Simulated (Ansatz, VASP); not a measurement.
## Two plane-wave programs on Hf

```
Hf
1.0
     3.06928    0.00000    0.00000
     0.00000    3.06928    0.00000
     0.00000    0.00000    3.06928
Hf
1
Direct
  0.00000 0.00000 0.00000
```

Alike in both runs: task single point; functional BLYP; k mesh 12 × 12 × 12; occupations fermi-dirac, width 0.1 eV; no spin polarisation.

|  | VASP | Ansatz |
| --- | --- | --- |
| version | VASP 6.6.1 | Ansatz 0.2.0 |
| potentials or method | VASP PAW PBE potentials, release 64 (Hf_pv), cutoff 520 eV | plane waves (420 eV) with PAW, scalar-relativistic |
| valence electrons in the cell | 10 | 26 |

|  | VASP | Ansatz | Ansatz less VASP |
| --- | --- | --- | --- |
| pressure (GPa) | -6.2 | -6.2 | +0.03 |

VASP's potentials were made for PBE, not for BLYP. VASP's potentials hold 10 valence electrons a cell and Ansatz's 26, so a difference there can come from the potentials and not from the codes.

Neither program's run includes spin-orbit coupling.
